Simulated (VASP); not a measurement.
# Pd (Pm-3m) in VASP: notebook

The runs below take Pd through relaxation of cell and atoms, single point, with LDA.

All numbers are computed with VASP 6.6.1; they aren't measurements. Logs are shortened: lines on timing, memory, paths and dates and some standing lists are left out, and cuts for length are marked.

### Step 1. The cell of the first run

The structure is cubic, space group Pm-3m (No. 221). Conventional cell: a = 2.514 Å, b = 2.514 Å, c = 2.514 Å, α = 90.00°, β = 90.00°, γ = 90.00°. Pd (site symmetry m-3m) has 6 Pd at 2.51 Å within 3.3 Å.

### Step 2. Relaxation of cell and atoms, LDA

File INCAR:

```
  ALGO = Normal
  EDIFF = 1E-6
  EDIFFG = -0.01
  ENCUT = 600
  GGA = CA
  IBRION = 2
  ISIF = 3
  ISMEAR = -1
  LASPH = True
  LCHARG = False
  LREAL = False
  LWAVE = False
  NELM = 80
  NSW = 80
  PREC = Accurate
  SIGMA = 0.1
```

File KPOINTS:

```
k-points
0
Gamma
  12 12 12
```

File POSCAR:

```
Pd
1.0
    2.5140960172      0.0000000000      0.0000000000
    0.0000000000      2.5140960172      0.0000000000
    0.0000000000      0.0000000000      2.5140960172
Pd
1
Direct
    0.0000000000      0.0000000000      0.0000000000
```

Potentials or basis: VASP PAW LDA potentials, release 64 (Pd).

The run is started by

```
cat potpaw_LDA.64/Pd/POTCAR > POTCAR
mpirun -np 1 vasp_std > vasp.out
```

OUTCAR:

```text
EDIFF = 1E-6
   EDIFFG = -0.01
   ENCUT = 600
   GGA = CA
   IBRION = 2
   ISIF = 3
   ISMEAR = -1
   LASPH = True
   LREAL = False
   NELM = 80
   NSW = 80
   PREC = Accurate

 ion  position               nearest neighbor table
   1  0.000  0.000  0.000-

  LATTYP: Found a simple cubic cell.
 ALAT       =     2.5140960172

  Lattice vectors:

 A1 = (   2.5140960172,   0.0000000000,   0.0000000000)
 A2 = (   0.0000000000,   2.5140960172,   0.0000000000)
 A3 = (   0.0000000000,   0.0000000000,   2.5140960172)

Analysis of symmetry for initial positions (statically):
=====================================================================
 Subroutine PRICEL returns:
 Original cell was already a primitive cell.

 Routine SETGRP: Setting up the symmetry group for a
 simple cubic supercell.

 Subroutine GETGRP returns: Found 48 space group operations
 (whereof 48 operations were pure point group operations)
 out of a pool of 48 trial point group operations.

The static configuration has the point symmetry O_h .

Analysis of symmetry for dynamics (positions and initial velocities):
=====================================================================
 Subroutine PRICEL returns:
 Original cell was already a primitive cell.

 Routine SETGRP: Setting up the symmetry group for a
 simple cubic supercell.

 Subroutine GETGRP returns: Found 48 space group operations
 (whereof 48 operations were pure point group operations)
 out of a pool of 48 trial point group operations.

The dynamic configuration has the point symmetry O_h .

 Subroutine INISYM returns: Found 48 space group operations
 (whereof 48 operations are pure point group operations),
 and found     1 'primitive' translations

----------------------------------------------------------------------------------------

                                     Primitive cell

  volume of cell :      15.8908

  direct lattice vectors                    reciprocal lattice vectors
     2.514096017  0.000000000  0.000000000     0.397757283  0.000000000  0.000000000
     0.000000000  2.514096017  0.000000000     0.000000000  0.397757283  0.000000000
     0.000000000  0.000000000  2.514096017     0.000000000  0.000000000  0.397757283

  length of vectors
     2.514096017  2.514096017  2.514096017     0.397757283  0.397757283  0.397757283

  position of ions in fractional coordinates (direct lattice)
     0.000000000  0.000000000  0.000000000

  ion indices of the primitive-cell ions
   primitive index   ion index
                 1           1

----------------------------------------------------------------------------------------

 KPOINTS: k-points

Automatic generation of k-mesh.
 Grid dimensions read from file:
 generate k-points for:   12   12   12

 Generating k-lattice:

  Cartesian coordinates                     Fractional coordinates (reciprocal lattice)
     0.033146440  0.000000000  0.000000000     0.083333333  0.000000000  0.000000000
     0.000000000  0.033146440  0.000000000     0.000000000  0.083333333  0.000000000
     0.000000000  0.000000000  0.033146440     0.000000000  0.000000000  0.083333333

  Length of vectors
     0.033146440  0.033146440  0.033146440

  Shift w.r.t. Gamma in fractional coordinates (k-lattice)
     0.000000000  0.000000000  0.000000000

 Subroutine IBZKPT returns following result:
 ===========================================

 Found     84 irreducible k-points:

 Following reciprocal coordinates:
            Coordinates               Weight
  0.000000  0.000000  0.000000      1.000000
  0.083333  0.000000  0.000000      6.000000
  0.166667  0.000000  0.000000      6.000000
  0.250000  0.000000  0.000000      6.000000
  0.333333  0.000000  0.000000      6.000000
  0.416667  0.000000  0.000000      6.000000
[... 16 lines left out ...]
  0.333333  0.333333  0.000000     12.000000
  0.416667  0.333333  0.000000     24.000000
 [... further k-points ...]
   k-points           NKPTS =     84   k-points in BZ     NKDIM =     84   number of bands    NBANDS=      9
   number of dos      NEDOS =    301   number of ions     NIONS =      1
   total plane-waves  NPLWV =   8000
   dimension x,y,z NGX =    20 NGY =   20 NGZ =   20
   dimension x,y,z NGXF=    40 NGYF=   40 NGZF=   40
   ions per type =               1
   NGX,Y,Z   is equivalent  to a cutoff of  13.23, 13.23, 13.23 a.u.
   NGXF,Y,Z  is equivalent  to a cutoff of  26.45, 26.45, 26.45 a.u.
 SYSTEM =  unknown system
   PREC   = accura    normal or accurate (medium, high low for compatibility)
   ISTART =      0    job   : 0-new  1-cont  2-samecut
   ICHARG =      2    charge: 1-file 2-atom 10-const
   ISPIN  =      1    spin polarized calculation?
   LNONCOLLINEAR =      F non collinear calculations
   LSORBIT =      F    spin-orbit coupling
   LASPH  =      T    aspherical Exc in radial PAW
   ENCUT  =  600.0 eV  44.10 Ry    6.64 a.u.   5.02  5.02  5.02*2*pi/ulx,y,z
   NELM   =     80;   NELMIN=  2; NELMDL= -5     # of ELM steps
   EDIFF  = 0.1E-05   stopping-criterion for ELM
   LREAL  =      F    real-space projection
   EDIFFG = -.1E-01   stopping-criterion for IOM
   NSW    =     80    number of steps for IOM
   IBRION =      2    ionic relax: 0-MD 1-quasi-New 2-CG
   NFREE  =      1    steps in history (QN), initial steepest desc. (CG)
   ISIF   =      3    stress and relaxation
   ISYM   =      2    0-nonsym 1-usesym 2-fastsym
   POTIM  = 0.5000    time-step for ionic-motion
   TEBEG  =    0.0;   TEEND  =   0.0 temperature during run
   PSTRESS=    0.0 pullay stress
   NELECT =      10.0000    total number of electrons
   NUPDOWN=      -1.0000    fix difference up-down
   EMIN   =  10.00;   EMAX   =-10.00  energy-range for DOS
   EFERMI =   0.00;   METHOD = LEGACY
   ISMEAR =    -1;   SIGMA  =   0.10  broadening in eV -4-tet -1-fermi 0-gaus
   EFERMI_NEDOS =   21; number of points for ismear=-14 and -15
   IALGO  =     38    algorithm
   IMIX   =      4    mixing-type and parameters
     AMIX     =   0.40;   BMIX     =  1.00
     AMIX_MAG =   1.60;   BMIX_MAG =  1.00
  volume/ion in A,a.u.               =      15.89       107.24
  Fermi-wavevector in a.u.,A,eV,Ry     =   1.402899  2.651094 26.777962  1.968125
  Thomas-Fermi vector in A             =   2.525614
   LORBIT       =      0    0 simple, 1 ext, 2 COOP (PROOUT), +10 PAW based schemes
   GGA     = CA    functional components
   LHFCALC =     F    Hartree Fock is set to
   AEXX    =    0.0000 exact exchange contribution
   IVDW    =     0    specifies the selected vdW correction
   LEPSILON=     F    determine dielectric tensor
   LRPA    =     F    only Hartree local field effects (RPA)
 conjugate gradient relaxation of ions
 non-spin polarized calculation
  energy-cutoff  :      600.00
  volume of cell :       15.89
 maximum number of plane-waves:       552
   NGX = 11   NGY = 11   NGZ = 11

--------------------------------------- Ionic step        1  -------------------------------------------

 number of electron      10.0000000 magnetization

 number of electron       9.9999997 magnetization

 Free energy of the ion-electron system (eV)
  ---------------------------------------------------
  ext. energy  EPLUGINS =         0.00000000
  ---------------------------------------------------
  free energy    TOTEN  =        -5.90352676 eV

  energy without entropy =       -5.86068280  energy(sigma->0) =       -5.88210478

------------------------ aborting loop because EDIFF is reached ----------------------------------------

  FORCE on cell =-STRESS in cart. coord.  units (eV):
  Direction    XX          YY          ZZ          XY          YZ          ZX
  --------------------------------------------------------------------------------------
  -------------------------------------------------------------------------------------
  Total        0.5319580      0.5319580      0.5319580      0.0000000      0.0000000     -0.0000000
  in kB       53.6342662     53.6342662     53.6342662      0.0000000      0.0000000     -0.0000000
  external PRESSURE =      53.6342662 kB  Pullay stress =       0.0000000 kB
[... 55 lines left out ...]
  energy  without entropy=       -5.8490430765  energy(sigma->0) =       -5.87173515

--------------------------------------- Ionic step        3  -------------------------------------------

 number of electron       9.9999996 magnetization

 Free energy of the ion-electron system (eV)
  ---------------------------------------------------
  ext. energy  EPLUGINS =         0.00000000
  ---------------------------------------------------
  free energy    TOTEN  =        -5.91138478 eV

  energy without entropy =       -5.86738735  energy(sigma->0) =       -5.88938607

 E-fermi :   8.1771     XC(G=0): -12.7554

 val. band max:        8.1746441841   @ k =   0.4167   0.3333   0.3333
 cond. band min:       8.1774412994   @ k =   0.4167   0.0833   0.0000
 fundamental gap:      0.0027971153
 Fermi energy:         8.1770840824

 k-point     1 :       0.0000    0.0000    0.0000
  band No.  band energies     occupation
      1       1.5852      2.00000
      2       3.0712      2.00000
      3       3.0712      2.00000
      4       8.2318      0.73288
      5       8.2318      0.73288
      6       8.2318      0.73288
      7      25.0997      0.00000
      8      25.0997      0.00000
      9      25.0997      0.00000
[... 265 lines left out ...]
 k-point    24 :       0.4167    0.3333    0.0000
  band No.  band energies     occupation
      1       3.5018      2.00000
      2       4.1204      2.00000
      3       6.7945      2.00000
      4       7.1329      1.99994
      5       7.4016      1.99914
      6      10.8199      0.00000
      7      15.3283      0.00000
      8      21.5742      0.00000
      9      24.7784      0.00000

 [... further k-points ...]
[... 5 lines left out ...]
  --------------------------------------------------------------------------------------
  -------------------------------------------------------------------------------------
  Total       -0.0060489     -0.0060489     -0.0060489      0.0000000      0.0000000     -0.0000000
  in kB       -0.5916025     -0.5916025     -0.5916025      0.0000000      0.0000000     -0.0000000
  external PRESSURE =      -0.5916025 kB  Pullay stress =       0.0000000 kB
[... 16 lines left out ...]
  FREE ENERGIE OF THE ION-ELECTRON SYSTEM (eV)
  ---------------------------------------------------
  free  energy   TOTEN  =        -5.9113847804 eV

  energy  without entropy=       -5.8673873550  energy(sigma->0) =       -5.88938607

 reached required accuracy - stopping structural energy minimisation
```

It took 30 s on 1 thread of Intel Xeon 8259CL, shared host; peak memory 0.14 GiB.

What came out:

```
Free energy                            : -5.9114 eV
Relaxed volume                         : 16.38 Å³/atom
Relaxed cell                           : a = 2.540 Å, b = 2.540 Å, c = 2.540 Å, α = 90.00°, β = 90.00°, γ = 90.00°
Space group after relaxing (to 0.05 Å) : Pm-3m (No. 221)
Energy gained by relaxing              : 7.9 meV/atom
Ionic steps                            : 3
Pressure after relaxing                : -0.1 GPa
Band gap on the k mesh                 : zero (band 5 reaches 9.61 eV, above the bottom of band 6 at 7.48 eV)
```

Step by step:
```
step  energy change (eV)  largest force (eV/Å)  pressure (GPa)  volume (Å³)
   1              0.0000                0.0000            5.36        15.89
   2              0.0091                0.0000           -6.73        17.15
   3             -0.0079                0.0000           -0.06        16.38
```

Final structure:
```xyz
1
Lattice="2.5397 0.0000 0.0000 0.0000 2.5397 0.0000 0.0000 0.0000 2.5397" Properties=species:S:1:pos:R:3 pbc="T T T"
Pd    0.0000    0.0000    0.0000
```

Levels at points of the mesh, in eV from the Fermi level:
```tsv
k point	band 3	band 4	band 5	band 6	band 7	band 8
(0.00, 0.00, 0.00)	-5.11	0.05	0.05	0.05	16.92	16.92
(0.50, 0.00, 0.00)	-1.73	-1.73	0.12	0.22	5.27	18.43
(0.50, 0.50, 0.00)	-1.39	-1.39	1.32	5.56	5.56	12.43
(0.50, 0.50, 0.50)	-4.38	1.43	1.43	11.00	11.61	11.61
```

### Step 3. Single point, LDA

This run uses another cell than the first one, of 16.38 Å³/atom, 1.031 times its volume.

File INCAR:

```
SYSTEM = Pd
PREC = Accurate ; ENCUT = 520
EDIFF = 1E-6 ; ISMEAR = -1
SIGMA = 0.1 ; LREAL = .False.
LASPH = .True. ; NELM = 80
ALGO = Normal ; ISIF = 2
LWAVE = .False. ; LCHARG = .False.
GGA = CA ; NBANDS = 11
```

File KPOINTS:

```
regular mesh
0
Gamma
  20 20 20
  0 0 0
```

File POSCAR:

```
Pd
1.0
    2.5394490273      0.0000000000      0.0000000000
    0.0000000000      2.5394490273      0.0000000000
    0.0000000000      0.0000000000      2.5394490273
Pd
1
Direct
    0.0000000000      0.0000000000      0.0000000000
```

Potentials or basis: VASP PAW LDA potentials, release 64 (Pd).

The run is started by

```
cat potpaw_LDA.64/Pd/POTCAR > POTCAR
mpirun -np 1 vasp_std > vasp.out
```

It took 50 s on 1 thread of Intel Xeon 8259CL, shared host; peak memory 0.16 GiB.

Results (log left out):

| Quantity | Value |
| --- | --- |
| Free energy | -5.9089 eV |
| Pressure | 0.1 GPa |
| Band gap on the k mesh | zero (band 5 reaches 9.61 eV, above the bottom of band 6 at 7.48 eV) |

Levels at points of the mesh, in eV from the Fermi level:
```csv
k point,band 3,band 4,band 5,band 6,band 7,band 8
"(0.00, 0.00, 0.00)",-5.13,0.04,0.04,0.04,16.91,16.91
"(0.50, 0.00, 0.00)",-1.75,-1.75,0.10,0.21,5.25,18.41
"(0.50, 0.50, 0.00)",-1.41,-1.41,1.30,5.54,5.54,12.42
"(0.50, 0.50, 0.50)",-4.40,1.41,1.41,10.98,11.59,11.59
```

### Step 4. Single point, LDA, collinear spin, ferromagnetic start

This run uses another cell than the first one, of 16.36 Å³/atom, 1.030 times its volume.

File INCAR:

```
ALGO = Normal ; EDIFF = 1E-7
ENCUT = 520 ; GGA = CA
ISIF = 2 ; ISMEAR = -1
ISPIN = 2 ; LASPH = T
LCHARG = F ; LMAXMIX = 4
LORBIT = 11 ; LREAL = F
LWAVE = F ; MAGMOM = 0.5
NBANDS = 15 ; NELM = 150
PREC = Accurate ; SIGMA = 0.05
```

File KPOINTS:

```
k-points
0
Gamma
  20 20 20
```

File POSCAR:

```
Pd
1.0
    2.5388112496      0.0000000000      0.0000000000
    0.0000000000      2.5388112496      0.0000000000
    0.0000000000      0.0000000000      2.5388112496
Pd
1
Direct
    0.0000000000      0.0000000000      0.0000000000
```

The run is started by

```
cat potpaw_LDA.64/Pd/POTCAR > POTCAR
mpirun -np 1 vasp_std > vasp.out
```

Run time: 2.1 min. Hardware: 1 thread of AMD EPYC 7R43 (Zen 3), shared host; peak memory 0.16 GiB.

The run converged. Its results:

| Property | Result |
| --- | --- |
| Free energy | -5.8908 eV |
| Pressure | 0.1 GPa |
| Band gap on the k mesh | zero (filled and empty bands overlap) |
| Net moment | 0.00 μB per cell |
| Valence electrons inside the program's atomic spheres | Pd 9.49 |

Levels at points of the mesh, in eV from the Fermi level:
Spin up:
```csv
k point,band 2,band 3,band 4,band 5,band 6,band 7,band 8,band 9
"(0.00, 0.00, 0.00)",-5.12,-5.12,0.06,0.06,0.06,16.93,16.93,16.93
"(0.50, 0.00, 0.00)",-4.39,-1.73,-1.73,0.11,0.23,5.27,18.43,21.69
"(0.50, 0.50, 0.00)",-3.84,-1.39,-1.39,1.32,5.56,5.56,12.44,12.93
"(0.50, 0.50, 0.50)",-4.39,-4.39,1.43,1.43,10.99,11.61,11.61,11.61
```
Spin down:
```tsv
k point	band 2	band 3	band 4	band 5	band 6	band 7	band 8	band 9
(0.00, 0.00, 0.00)	-5.12	-5.12	0.06	0.06	0.06	16.93	16.93	16.93
(0.50, 0.00, 0.00)	-4.39	-1.73	-1.73	0.11	0.23	5.27	18.43	21.69
(0.50, 0.50, 0.00)	-3.84	-1.39	-1.39	1.32	5.56	5.56	12.44	12.93
(0.50, 0.50, 0.50)	-4.39	-4.39	1.43	1.43	10.99	11.61	11.61	11.61
```

### Step 5. Overview

```csv
task,spin,cell,k mesh,cutoff (eV),smearing,gap on the mesh (eV),pressure (GPa)
relaxation of cell and atoms,off,"relaxed from a = 2.514 Å, 1 atom",12 × 12 × 12,600,fermi-dirac 0.1 eV,none,-0.1
single point,off,"a = 2.539 Å, 1 atom",20 × 20 × 20,520,fermi-dirac 0.1 eV,none,0.1
single point,"collinear, ferromagnetic start","a = 2.539 Å, 1 atom",20 × 20 × 20,520,fermi-dirac 0.05 eV,none,0.1
```

Alike in all rows: level LDA; potentials or basis VASP PAW LDA potentials, release 64 (Pd).

Absolute energies hang on the potentials; compare differences alone.
